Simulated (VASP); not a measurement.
Ge, 2 atoms in the cell. The structure is hexagonal, space group P6_3/mmc (No. 194). The conventional cell has a = 2.807 Å, b = 2.807 Å, c = 4.717 Å, α = 90.00°, β = 90.00°, γ = 120.00°. Ge (site symmetry -6m2) has 12 Ge at 2.81 to 2.86 Å within 3.7 Å. This isn't the form of Ge at room conditions, which is diamond.

```yaml
Program: VASP 6.6.1
Task: single point
Functional: LDA
Potentials_or_basis: VASP PAW LDA potentials, release 64 (Ge_d)
Cutoff: 520 eV
k_mesh: 15 × 15 × 8
Occupations: fermi-dirac, width 0.08 eV
Spin: no spin polarisation
Dipole_correction: no
Further_INCAR_settings: ALGO = Normal; EDIFF = 1e-07; NBANDS = 21
```

Potentials or basis: VASP PAW LDA potentials, release 64 (Ge_d).

Run with:

```sh
$ cat potpaw_LDA.64/Ge_d/POTCAR > POTCAR
$ mpirun -np 1 vasp_std > vasp.out
```

Hardware: 1 thread of Intel Xeon 8259CL, with other jobs on the host.

How long does it take, and how much memory?

It took 75 s on 1 thread of Intel Xeon 8259CL, with other jobs on the host, peak memory 0.19 GiB. Counts: scf iterations 11, k points 135.
